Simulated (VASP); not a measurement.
A run of VASP 6.6.1 is set up as follows.

File INCAR:

```
SYSTEM = Hg
  PREC = Accurate
  ENCUT = 520
  EDIFF = 1E-6
  ISMEAR = 0
  SIGMA = 0.05
  LREAL = .False.
  LASPH = .True.
  NELM = 100
  ALGO = Fast
  ISIF = 2
  LWAVE = .False.
  LCHARG = .True.
  GGA = PE
  LELF = .True.
  LVHAR = .True.
  NBANDS = 19
```

Contents of KPOINTS:

```
regular mesh
0
Gamma
  12 12 6
  0 0 0
```

The input POSCAR:

```
Hg
1.0
    3.4618096384      0.0000000000      0.0000000000
   -1.7309048192      2.9980150899      0.0000000000
    0.0000000000      0.0000000000      5.4875482800
Hg
2
Direct
    0.6666666700      0.3333333300      0.7500000000
    0.3333333300      0.6666666700      0.2500000000
```

Potentials or basis: VASP PAW PBE potentials, release 64 (Hg).

Launch:

```console
$ cat potpaw_PBE.64/Hg/POTCAR > POTCAR
$ mpirun -np 1 vasp_std > vasp.out
```

(1) Estimate the band gap on the k mesh.

(2) Predict the pressure.

Results:

(1) zero (band 12 reaches 0.95 eV, above the bottom of band 13 at 0.69 eV).

(2) 1.0 GPa.

Caveat: spin-orbit coupling is left out, which moves the levels of the heavy elements.
